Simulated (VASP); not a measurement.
Hf:

```
Hf
1.0
    -1.77529    1.77529    1.77529
     1.77529   -1.77529    1.77529
     1.77529    1.77529   -1.77529
Hf
1
Direct
  0.00000 0.00000 0.00000
```

- Program: VASP 6.6.1
- Task: relaxation of cell and atoms
- Functional: BLYP
- Potentials or basis: VASP PAW PBE potentials, release 64 (Hf_pv)
- Cutoff: 600 eV
- k mesh: 12 × 12 × 12
- Occupations: fermi-dirac, width 0.1 eV
- Spin: no spin polarisation

At the start: pressure 2.3 GPa; volume 22.38 Å³/atom.

**Question.** How do energy, volume and symmetry change on relaxing?

**Answer.** Over 3 steps the energy falls by 3.8 meV/atom and the volume is 22.91 Å³/atom (+2.4 %); space group Im-3m (No. 229, to 0.05 Å).

Step by step:
```tsv
step	energy change (eV)	largest force (eV/Å)	pressure (GPa)	volume (Å³)
1	0.0000	0.0000	2.34	22.38
2	-0.0001	0.0000	-2.16	23.46
3	-0.0038	0.0000	0.00	22.91
```

Final structure:
```xyz
1
Lattice="-1.7893 1.7893 1.7893 1.7893 -1.7893 1.7893 1.7893 1.7893 -1.7893" Properties=species:S:1:pos:R:3 pbc="T T T"
Hf    0.0000    0.0000    0.0000
```

Caveat: the PAW data sets were made with another functional, which shifts forces and pressure a little.
